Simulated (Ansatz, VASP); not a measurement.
## Two plane-wave programs on Ge

Contents of INCAR:

```
PREC = Accurate
ENCUT = 520
EDIFF = 1E-6
ISMEAR = 0
SIGMA = 0.1
LREAL = False
LASPH = True
NELM = 100
ALGO = Normal
ISIF = 2
LWAVE = False
LCHARG = True
LDIPOL = True
IDIPOL = 3
DIPOL = 0.5 0.5 0.500
GGA = PE
IVDW = 12
LELF = True
LVHAR = True
LVACPOTAV = True
NBANDS = 21
```

The input KPOINTS:

```
regular mesh
0
Gamma
  12 12 1
```

POSCAR

```
Ge
1.0
    3.9010000000      0.0000000000      0.0000000000
   -1.9505000000      3.3783651002      0.0000000000
    0.0000000000      0.0000000000     28.0000000000
Ge
2
Direct
    0.3333333333      0.6666666667      0.5157142857
    0.6666666667      0.3333333333      0.4842857143
```

Input for Ansatz:

```yaml
crystal:
  lattice:
    - [3.901, 0.0, 0.0]
    - [-1.9505, 3.3783651002, 0.0]
    - [0.0, 0.0, 28.0]
  atoms:
    - { symbol: Ge, position: [0.3333333333, 0.6666666667, 0.5157142857] }
    - { symbol: Ge, position: [0.6666666667, 0.3333333333, 0.4842857143] }
  periodic: [true, true, false]
basis:
  ecutwfc: 420
kpoints:
  mp_grid: { grid: [12, 12, 1] }
hamiltonian:
  xc: pbe
  pseudopotentials: { kind: paw, azcp: { folder: soft_1 } }
  dispersion: d3bj
scf:
  occupations: { method: gaussian, width: 0.1 }
output:
  forces: true
  stress: true
  eigenvalues: true
```

Alike in both runs: task single point; functional PBE; dispersion D3(BJ); k mesh 12 × 12 × 1; occupations gaussian, width 0.1 eV; no spin polarisation.

|  | VASP | Ansatz |
| --- | --- | --- |
| version | VASP 6.6.1 | Ansatz 0.2.0 |
| potentials or method | VASP PAW PBE potentials, release 64 (Ge_d), cutoff 520 eV | scalar-relativistic, plane waves, PAW |
| valence electrons in the cell | 28 | 28 |

VASP gave:

| Property | Result |
| --- | --- |
| gap on the k mesh at the Fermi level (eV) | none |
| rms of the force components (eV/Å) | 0.342 |
| work function, face that differs most (eV) | 4.19 |

Estimate Ansatz's values.

gap on the k mesh at the Fermi level (eV): none; rms of the force components (eV/Å): 0.340; work function, face that differs most (eV): 4.19.

Atom by atom the forces differ by 0.001 eV/Å (rms over components). A gap of «none» marks a metal or a gap that the smearing closes.
